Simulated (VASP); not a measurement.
TiSb: single point with LDA

TiSb:

```
Ti Sb
1.0
     4.10330    0.00000    0.00000
    -2.05165    3.55356    0.00000
     0.00000    0.00000    6.40927
Ti Sb
2 2
Cartesian
  0.0000 0.0000 0.0000
  0.0000 0.0000 3.2046
  0.0000 2.3690 1.6023
  2.0516 1.1845 4.8070
```

This cell differs from its parent crystal: zz strain of +2 %.

```
Program                : VASP 6.6.1
Task                   : single point
Functional             : LDA
Potentials or basis    : VASP PAW LDA potentials, release 64 (Ti_sv, Sb)
Cutoff                 : 520 eV
k mesh                 : 12 × 12 × 7
Occupations            : fermi-dirac, width 0.03 eV
Spin                   : no spin polarisation
Dipole correction      : no
Further INCAR settings : ALGO = Normal; EDIFF = 1e-06; NBANDS = 25
```

* Pressure: -9.7 GPa
* Band gap on the k mesh: zero (bands 17 and 18 overlap by 0.41 eV)

Stress tensor (GPa, compression positive):
```
 -9.15   0.00   0.00
  0.00  -9.15   0.00
  0.00   0.00 -10.69
```

Levels at points of the mesh, in eV from the Fermi level:
| k point | band 13 | band 14 | band 15 | band 16 | band 17 | band 18 | band 19 | band 20 | band 21 | band 22 |
| --- | --- | --- | --- | --- | --- | --- | --- | --- | --- | --- |
| (0.00, 0.00, 0.00) | -2.36 | -0.99 | -0.23 | -0.23 | -0.03 | -0.03 | 0.96 | 0.96 | 1.11 | 1.11 |
| (0.50, 0.00, 0.00) | -2.74 | -2.60 | -2.26 | -1.36 | -1.17 | 0.58 | 0.60 | 0.68 | 0.69 | 1.13 |

It took 56 s on 1 thread of Intel(R) Xeon(R) 6975P-C (Granite Rapids) (shared host), peak memory 0.29 GiB.

Caveat: the cell differs from its parent crystal (zz strain of +2 %); the cell stands under tension; spin-orbit coupling is left out, which moves the levels of the heavy elements.
